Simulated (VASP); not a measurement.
# Si3N4 in VASP: a series of runs

Runs on Si3N4. Level: PBE. Tasks: single point.

All numbers are computed with VASP 6.6.1; they aren't measurements. Logs are shortened: lines on timing, memory, paths and dates and some standing lists are left out, and cuts for length are marked.

## 1. The cell of the first run

Symmetry: I-43d, No. 220, cubic system. Conventional cell: a = 6.343 Å, b = 6.343 Å, c = 6.343 Å, α = 90.00°, β = 90.00°, γ = 90.00°. Si (site symmetry -4) has 4 N at 1.72 Å within 2.3 Å. Within 2.3 Å of N (site symmetry 3) lie 3 Si at 1.72 Å.

## 2. Single point, PBE (volume scaled by 0.94, then relaxed in part)

INCAR reads:

```
ALGO = Normal
EDIFF = 1E-6
ENCUT = 520
GGA = PE
ISIF = 2
ISMEAR = -1
LASPH = T
LCHARG = T
LELF = T
LREAL = F
LVHAR = T
LWAVE = F
NBANDS = 45
NELM = 60
PREC = Accurate
SIGMA = 0.02
```

KPOINTS reads:

```
k-points
0
Gamma
  6 6 6
```

POSCAR reads:

```
Si3N4
1.0
   -3.1712630890      3.1712630890      3.1712630890
    3.1712630890     -3.1712630890      3.1712630890
    3.1712630890      3.1712630890     -3.1712630890
Si N
6 8
Direct
    0.2500000000      0.1250000000      0.8750000000
    0.8750000000      0.2500000000      0.1250000000
    0.7500000000      0.3750000000      0.6250000000
    0.6250000000      0.7500000000      0.3750000000
    0.1250000000      0.8750000000      0.2500000000
    0.3750000000      0.6250000000      0.7500000000
    0.5560828506      0.5560828506      0.5560828506
    0.4439171494      0.5000000000      0.0000000000
    0.5000000000      0.0000000000      0.9439171494
    0.0000000000      0.4439171494      0.5000000000
    0.9439171494      0.5000000000      0.0000000000
    0.0560828506      0.0560828506      0.0560828506
    0.0000000000      0.9439171494      0.5000000000
    0.5000000000      0.0000000000      0.4439171494
```

Potentials or basis: VASP PAW PBE potentials, release 64 (Si, N).

Run with:

```console
> cat potpaw_PBE.64/Si/POTCAR potpaw_PBE.64/N/POTCAR > POTCAR
> mpirun -np 1 vasp_std > vasp.out
```

OUTCAR:

```text
EDIFF = 1E-6
   ENCUT = 520
   GGA = PE
   ISIF = 2
   ISMEAR = -1
   LASPH = T
   LREAL = F
   NELM = 60
   PREC = Accurate

 ion  position               nearest neighbor table
   1  0.250  0.125  0.875-   8 1.72   9 1.72  12 1.72  13 1.72   6 2.97   2 2.97   4 2.97   2 2.97
                             5 2.97   5 2.97   6 2.97   4 2.97
   2  0.875  0.250  0.125-   9 1.72  10 1.72  11 1.72  12 1.72   5 2.97   5 2.97   6 2.97   1 2.97
                             3 2.97   3 2.97   1 2.97   6 2.97
   3  0.750  0.375  0.625-   7 1.72  10 1.72  11 1.72  14 1.72   6 2.97   6 2.97   5 2.97   2 2.97
                             4 2.97   2 2.97   4 2.97   5 2.97
   4  0.625  0.750  0.375-   7 1.72   8 1.72  13 1.72  14 1.72   6 2.97   1 2.97   3 2.97   3 2.97
                             5 2.97   6 2.97   1 2.97   5 2.97
   5  0.125  0.875  0.250-  11 1.72  12 1.72  13 1.72  14 1.72   4 2.97   3 2.97   1 2.97   1 2.97
                             2 2.97   2 2.97   3 2.97   4 2.97
   6  0.375  0.625  0.750-   7 1.72   8 1.72   9 1.72  10 1.72   4 2.97   2 2.97   4 2.97   1 2.97
                             3 2.97   1 2.97   3 2.97   2 2.97
   7  0.556  0.556  0.556-   3 1.72   4 1.72   6 1.72
   8  0.444  0.500  0.000-   1 1.72   4 1.72   6 1.72
   9  0.500  0.000  0.944-   1 1.72   2 1.72   6 1.72
  10  0.000  0.444  0.500-   2 1.72   3 1.72   6 1.72
  11  0.944  0.500  0.000-   2 1.72   3 1.72   5 1.72
  12  0.056  0.056  0.056-   1 1.72   2 1.72   5 1.72
  13  0.000  0.944  0.500-   1 1.72   4 1.72   5 1.72
  14  0.500  0.000  0.444-   3 1.72   4 1.72   5 1.72

  LATTYP: Found a body centered cubic cell.
 ALAT       =     6.3425261780

  Lattice vectors:

 A1 = (  -3.1712630890,   3.1712630890,   3.1712630890)
 A2 = (   3.1712630890,  -3.1712630890,   3.1712630890)
 A3 = (   3.1712630890,   3.1712630890,  -3.1712630890)

Analysis of symmetry for initial positions (statically):
=====================================================================
 Subroutine PRICEL returns:
 Original cell was already a primitive cell.

 Routine SETGRP: Setting up the symmetry group for a
 body centered cubic supercell.

 Subroutine GETGRP returns: Found 24 space group operations
 (whereof  3 operations were pure point group operations)
 out of a pool of 48 trial point group operations.

The static configuration has the point symmetry C_3 .
 The point group associated with its full space group is T_d .

Analysis of symmetry for dynamics (positions and initial velocities):
=====================================================================
 Subroutine PRICEL returns:
 Original cell was already a primitive cell.

 Routine SETGRP: Setting up the symmetry group for a
 body centered cubic supercell.

 Subroutine GETGRP returns: Found 24 space group operations
 (whereof  3 operations were pure point group operations)
 out of a pool of 48 trial point group operations.

The dynamic configuration has the point symmetry C_3 .
 The point group associated with its full space group is T_d .

 Subroutine INISYM returns: Found 24 space group operations
 (whereof  3 operations are pure point group operations),
 and found     1 'primitive' translations

----------------------------------------------------------------------------------------

                                     Primitive cell

  volume of cell :     127.5724

  direct lattice vectors                    reciprocal lattice vectors
    -3.171263089  3.171263089  3.171263089     0.000000000  0.157665885  0.157665885
     3.171263089 -3.171263089  3.171263089     0.157665885  0.000000000  0.157665885
     3.171263089  3.171263089 -3.171263089     0.157665885  0.157665885  0.000000000

  length of vectors
     5.492788794  5.492788794  5.492788794     0.222973232  0.222973232  0.222973232

  position of ions in fractional coordinates (direct lattice)
     0.250000000  0.125000000  0.875000000
     0.875000000  0.250000000  0.125000000
     0.750000000  0.375000000  0.625000000
     0.625000000  0.750000000  0.375000000
     0.125000000  0.875000000  0.250000000
     0.375000000  0.625000000  0.750000000
[... 27 lines left out ...]

 KPOINTS: k-points

Automatic generation of k-mesh.
 Grid dimensions read from file:
 generate k-points for:    6    6    6

 Generating k-lattice:

  Cartesian coordinates                     Fractional coordinates (reciprocal lattice)
     0.000000000  0.026277647  0.026277647     0.166666667  0.000000000  0.000000000
     0.026277647  0.000000000  0.026277647     0.000000000  0.166666667  0.000000000
     0.026277647  0.026277647  0.000000000     0.000000000  0.000000000  0.166666667

  Length of vectors
     0.037162205  0.037162205  0.037162205

  Shift w.r.t. Gamma in fractional coordinates (k-lattice)
     0.000000000  0.000000000  0.000000000

 Subroutine IBZKPT returns following result:
 ===========================================

 Found     16 irreducible k-points:

 Following reciprocal coordinates:
            Coordinates               Weight
  0.000000  0.000000  0.000000      1.000000
  0.166667  0.000000  0.000000     12.000000
  0.333333  0.000000  0.000000     12.000000
  0.500000  0.000000  0.000000      6.000000
  0.166667  0.166667  0.000000     24.000000
  0.333333  0.166667 -0.000000     48.000000
[... 8 lines left out ...]
  0.500000  0.500000  0.333333     12.000000
  0.500000  0.500000  0.500000      1.000000
   k-points           NKPTS =     16   k-points in BZ     NKDIM =     16   number of bands    NBANDS=     45
   number of dos      NEDOS =    301   number of ions     NIONS =     14
   total plane-waves  NPLWV =  74088
   dimension x,y,z NGX =    42 NGY =   42 NGZ =   42
   dimension x,y,z NGXF=    84 NGYF=   84 NGZF=   84
   ions per type =               6   8
   NGX,Y,Z   is equivalent  to a cutoff of  12.71, 12.71, 12.71 a.u.
   NGXF,Y,Z  is equivalent  to a cutoff of  25.42, 25.42, 25.42 a.u.
 SYSTEM =  unknown system
   PREC   = accura    normal or accurate (medium, high low for compatibility)
   ISTART =      0    job   : 0-new  1-cont  2-samecut
   ICHARG =      2    charge: 1-file 2-atom 10-const
   ISPIN  =      1    spin polarized calculation?
   LNONCOLLINEAR =      F non collinear calculations
   LSORBIT =      F    spin-orbit coupling
   LASPH  =      T    aspherical Exc in radial PAW
   ENCUT  =  520.0 eV  38.22 Ry    6.18 a.u.  10.21 10.21 10.21*2*pi/ulx,y,z
   NELM   =     60;   NELMIN=  2; NELMDL= -5     # of ELM steps
   EDIFF  = 0.1E-05   stopping-criterion for ELM
   LREAL  =      F    real-space projection
   EDIFFG = 0.1E-04   stopping-criterion for IOM
   NSW    =      0    number of steps for IOM
   IBRION =     -1    ionic relax: 0-MD 1-quasi-New 2-CG
   NFREE  =      0    steps in history (QN), initial steepest desc. (CG)
   ISIF   =      2    stress and relaxation
   ISYM   =      2    0-nonsym 1-usesym 2-fastsym
   POTIM  = 0.5000    time-step for ionic-motion
   TEBEG  =    0.0;   TEEND  =   0.0 temperature during run
   PSTRESS=    0.0 pullay stress
   NELECT =      64.0000    total number of electrons
   NUPDOWN=      -1.0000    fix difference up-down
   EMIN   =  10.00;   EMAX   =-10.00  energy-range for DOS
   EFERMI =   0.00;   METHOD = LEGACY
   ISMEAR =    -1;   SIGMA  =   0.02  broadening in eV -4-tet -1-fermi 0-gaus
   EFERMI_NEDOS =   21; number of points for ismear=-14 and -15
   IALGO  =     38    algorithm
   IMIX   =      4    mixing-type and parameters
     AMIX     =   0.40;   BMIX     =  1.00
     AMIX_MAG =   1.60;   BMIX_MAG =  1.00
  volume/ion in A,a.u.               =       9.11        61.49
  Fermi-wavevector in a.u.,A,eV,Ry     =   1.300816  2.458186 23.022723  1.692122
  Thomas-Fermi vector in A             =   2.431990
   LORBIT       =      0    0 simple, 1 ext, 2 COOP (PROOUT), +10 PAW based schemes
   GGA     = PE    functional components
[... 5 lines left out ...]
 non-spin polarized calculation
  energy-cutoff  :      520.00
  volume of cell :      127.57
 maximum number of plane-waves:      3468
 NGX is ok and might be reduce to    42
   NGX = 21   NGY = 21   NGZ = 21

 number of electron      64.0000007 magnetization

 Free energy of the ion-electron system (eV)
  ---------------------------------------------------
  ext. energy  EPLUGINS =         0.00000000
  ---------------------------------------------------
  free energy    TOTEN  =      -112.62814521 eV

  energy without entropy =     -112.62814521  energy(sigma->0) =     -112.62814521

 E-fermi :   8.9233     XC(G=0): -11.6716

 val. band max:        8.4169991654   @ k =   0.3333   0.3333   0.0000
 cond. band min:      12.6240093090   @ k =  -0.1667   0.1667   0.1667
 fundamental gap:      4.2070101436
 Fermi energy:         8.9233498101

 k-point     1 :       0.0000    0.0000    0.0000
  band No.  band energies     occupation
      1     -10.2422      2.00000
      2      -7.1341      2.00000
      3      -7.1341      2.00000
      4      -7.1341      2.00000
      5      -6.6146      2.00000
      6      -6.6146      2.00000
[... 741 lines left out ...]
     43      17.5765      0.00000
     44      17.5765      0.00000
 [bands above 44 left out]

------------------------ aborting loop because EDIFF is reached ----------------------------------------

  FORCE on cell =-STRESS in cart. coord.  units (eV):
  Direction    XX          YY          ZZ          XY          YZ          ZX
  --------------------------------------------------------------------------------------
  -------------------------------------------------------------------------------------
  Total       15.3679862     15.3679862     15.3679862      0.0000000      0.0000000     -0.0000000
  in kB      193.0059659    193.0059659    193.0059659      0.0000000      0.0000000     -0.0000000
  external PRESSURE =     193.0059659 kB  Pullay stress =       0.0000000 kB

 VOLUME and BASIS-vectors are now :
 -----------------------------------------------------------------------------
  energy-cutoff  :      520.00
  volume of cell :      127.57
      direct lattice vectors                 reciprocal lattice vectors
    -3.171263089  3.171263089  3.171263089     0.000000000  0.157665885  0.157665885
     3.171263089 -3.171263089  3.171263089     0.157665885  0.000000000  0.157665885
     3.171263089  3.171263089 -3.171263089     0.157665885  0.157665885  0.000000000

 POSITION                                       TOTAL-FORCE (eV/Angst)
 -----------------------------------------------------------------------------------
      2.37845      3.17126     -1.58563         0.000000      0.000000      0.000000
     -1.58563      2.37845      3.17126         0.000000      0.000000      0.000000
      0.79282      3.17126      1.58563         0.000000      0.000000      0.000000
      1.58563      0.79282      3.17126         0.000000      0.000000      0.000000
      3.17126     -1.58563      2.37845         0.000000      0.000000      0.000000
      3.17126      1.58563      0.79282         0.000000      0.000000      0.000000
      1.76349      1.76349      1.76349         0.004852      0.004852      0.004852
      0.17785     -0.17785      2.99341         0.004852     -0.004852     -0.004852
      1.40778      4.57904     -1.40778        -0.004852     -0.004852      0.004852
      2.99341      0.17785     -0.17785        -0.004852      0.004852     -0.004852
     -1.40778      1.40778      4.57904         0.004852     -0.004852     -0.004852
      0.17785      0.17785      0.17785         0.004852      0.004852      0.004852
      4.57904     -1.40778      1.40778        -0.004852      0.004852     -0.004852
     -0.17785      2.99341      0.17785        -0.004852     -0.004852      0.004852
 -----------------------------------------------------------------------------------
    total drift:                               -0.000001     -0.000001     -0.000002

  FREE ENERGIE OF THE ION-ELECTRON SYSTEM (eV)
  ---------------------------------------------------
  free  energy   TOTEN  =      -112.6281452115 eV

  energy  without entropy=     -112.6281452115  energy(sigma->0) =     -112.62814521
```

Run time: 74 s. Hardware: 1 thread of Intel Xeon Platinum 8375C at 2.90GHz (Ice Lake), shared host; peak memory 0.27 GiB.

Results:

| Property | Result |
| --- | --- |
| Free energy | -112.6281 eV |
| Pressure | 19.3 GPa |
| Largest force | 0.008 eV/Å |
| Band gap on the k mesh | 4.21 eV, indirect (least direct gap 4.41 eV) |

Forces on the atoms (eV/Å):
```
Si   0.000  0.000  0.000
Si   0.000  0.000  0.000
Si   0.000  0.000  0.000
Si   0.000  0.000  0.000
Si   0.000  0.000  0.000
Si   0.000  0.000  0.000
N    0.005  0.005  0.005
N    0.005 -0.005 -0.005
N   -0.005 -0.005  0.005
N   -0.005  0.005 -0.005
N    0.005 -0.005 -0.005
N    0.005  0.005  0.005
N   -0.005  0.005 -0.005
N   -0.005 -0.005  0.005
```

 A k mesh can miss the band edges.

## 3. Single point, PBE (z stretched by -2 %, then relaxed in part)

INCAR reads:

```
  ALGO = Normal
  EDIFF = 1E-6
  ENCUT = 520
  GGA = PE
  ISIF = 2
  ISMEAR = -1
  LASPH = T
  LCHARG = F
  LREAL = F
  LWAVE = F
  NBANDS = 45
  NELM = 60
  PREC = Accurate
  SIGMA = 0.02
```

KPOINTS is that of step 2.

POSCAR reads:

```
Si3N4
1.0
   -3.2373500000      3.2373500000      3.1726030000
    3.2373500000     -3.2373500000      3.1726030000
    3.2373500000      3.2373500000     -3.1726030000
Si N
6 8
Direct
    0.2500000000      0.1239980359      0.8739980359
    0.8760019641      0.2500000000      0.1260019641
    0.7500000000      0.3760019641      0.6260019641
    0.6239980359      0.7500000000      0.3739980359
    0.1250000000      0.8750000000      0.2500000000
    0.3750000000      0.6250000000      0.7500000000
    0.5604093605      0.5593911800      0.5610007714
    0.4406088200      0.5016095913      0.0010181805
    0.4983904087     -0.0005914109      0.9389992286
    0.0005914109      0.4395906395      0.4989818195
    0.9395906395      0.5005914109     -0.0010181805
    0.0593911800      0.0604093605      0.0610007714
    0.0016095913      0.9406088200      0.5010181805
    0.4994085891     -0.0016095913      0.4389992286
```

Potentials or basis: VASP PAW PBE potentials, release 64 (Si, N).

Run with:

```console
> cat potpaw_PBE.64/Si/POTCAR potpaw_PBE.64/N/POTCAR > POTCAR
> mpirun -np 1 vasp_std > vasp.out
```

It took 2.2 min on 1 thread of Intel Xeon Platinum 8375C at 2.90GHz (Ice Lake), shared host; peak memory 0.32 GiB.

Results (log left out):

```yaml
Free_energy: -113.0533 eV
Pressure: 6.9 GPa
Largest_force: 0.012 eV/Å
Band_gap_on_the_k_mesh: 4.10 eV, indirect (least direct gap 4.27 eV)
```

Forces on the atoms (eV/Å):
```
Si  -0.005  0.000  0.000
Si   0.000  0.005  0.000
Si   0.005  0.000  0.000
Si   0.000 -0.005  0.000
Si   0.000  0.000  0.000
Si   0.000  0.000  0.000
N   -0.003  0.005  0.010
N    0.005  0.003 -0.010
N    0.003 -0.005  0.010
N   -0.005 -0.003 -0.010
N   -0.003 -0.005 -0.010
N    0.005 -0.003  0.010
N    0.003  0.005 -0.010
N   -0.005  0.003  0.010
```

Stress tensor (GPa, compression positive):
```
5.73 0.00 0.00
0.00 5.73 0.00
0.00 0.00 9.20
```

Levels at points of the mesh, in eV from the valence-band top:
```csv
k point,band 30,band 31,band 32,band 33,band 34,band 35
"(0.00, 0.00, 0.00)",-0.17,-0.13,-0.05,4.54,4.66,4.76
"(0.50, 0.00, 0.00)",-1.30,-0.02,-0.01,5.01,5.08,6.03
"(0.50, 0.50, 0.00)",-1.28,-0.01,-0.01,5.07,5.07,6.18
"(0.50, 0.50, 0.50)",-1.89,-1.21,-1.21,5.44,5.44,5.51
```

Caveat: the cell differs from its parent crystal (z stretched by -2 %, then relaxed in part).

[end of part 1 of 2]
